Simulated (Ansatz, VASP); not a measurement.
# SiNi3: VASP beside Ansatz

```
Ni Si
1.0
     3.54200    0.00000    0.00000
     0.00000    3.54200    0.00000
     0.00000    0.00000    3.54200
Ni Si
3 1
Direct
  0.50000 0.50000 0.00000
  0.50000 0.00000 0.50000
  0.00000 0.50000 0.50000
  0.00000 0.00000 0.00000
```

Alike in both runs: functional LDA; k mesh 8 × 8 × 8; occupations fermi-dirac, width 0.05 eV; collinear spin.

```csv
,VASP,Ansatz
version,VASP 6.6.1,Ansatz 0.2.0
potentials or method,"VASP PAW LDA potentials, release 64 (Ni, Si), cutoff 520 eV","all-electron LAPW, scalar-relativistic"
task,single point,band structure
```

|  | VASP | Ansatz | Ansatz less VASP |
| --- | --- | --- | --- |
| gap on the k mesh at the Fermi level (eV) | none | none | - |
| pressure (GPa) | -19.9 | -20.2 | -0.36 |
| net moment per atom (μB) | 0.00 | 0.00 | 0.000 |

LDA's correlation is that of Perdew and Zunger in VASP and of Perdew and Wang (1992) in Ansatz. A gap of «none» marks a metal or a gap that the smearing closes. Ansatz ran all-electron here, and VASP with PAW potentials.
